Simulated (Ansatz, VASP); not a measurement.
Two plane-wave programs on BN

INCAR

```
PREC = Accurate ; ENCUT = 600
EDIFF = 1E-7 ; ISMEAR = 0
SIGMA = 0.1 ; LREAL = False
LASPH = True ; NELM = 120
ALGO = Normal ; ISIF = 3
LWAVE = False ; LCHARG = False
GGA = CA ; IBRION = 2
NSW = 100 ; EDIFFG = -0.05
GGA_COMPAT = False ; NELMIN = 4
```

Contents of KPOINTS:

```
regular mesh
0
Gamma
  10 10 10
```

POSCAR

```
BN
1.0
    0.0000000000      1.8075000000      1.8075000000
    1.8075000000      0.0000000000      1.8075000000
    1.8075000000      1.8075000000      0.0000000000
B N
1 1
Direct
    0.0000000000      0.0000000000      0.0000000000
    0.2500000000      0.2500000000      0.2500000000
```

Input for Ansatz:

```yaml
crystal:
  lattice:
    - [0.0, 1.8075, 1.8075]
    - [1.8075, 0.0, 1.8075]
    - [1.8075, 1.8075, 0.0]
  atoms:
    - { symbol: B, position: [0.0, 0.0, 0.0] }
    - { symbol: "N", position: [0.25, 0.25, 0.25] }
basis:
  ecutwfc: 420
kpoints:
  mp_grid: { grid: [10, 10, 10] }
hamiltonian:
  xc: lda
  pseudopotentials: { kind: paw }
scf:
  occupations: { method: gaussian, width: 0.1 }
output:
  forces: true
  stress: true
  eigenvalues: true
relax:
  adjacent_minimum: "off"
  f_tol: 0.05
  max_steps: 80
  cell: { stress_tol: 0.5 }
```

Alike in both runs: task relaxation of cell and atoms; functional LDA; k mesh 10 × 10 × 10; occupations gaussian, width 0.1 eV; no spin polarisation.

```csv
,VASP,Ansatz
version,VASP 6.6.1,Ansatz 0.2.0
potentials or method,"VASP PAW LDA potentials, release 64 (B, N), cutoff 600 eV","scalar-relativistic, plane waves, PAW"
valence electrons in the cell,8,8
```

|  | VASP | Ansatz | Ansatz less VASP |
| --- | --- | --- | --- |
| gap on the k mesh at the Fermi level, each at its own relaxed structure (eV) | 4.38 | 4.39 | +0.015 |
| relaxed volume (Å³/atom) | 5.75 | 5.74 | -0.008 |
| relaxed cell length with the largest relative difference (Å) | 2.533 | 2.532 | -0.0012 |

LDA's correlation is that of Perdew and Zunger in VASP and of Perdew and Wang (1992) in Ansatz.
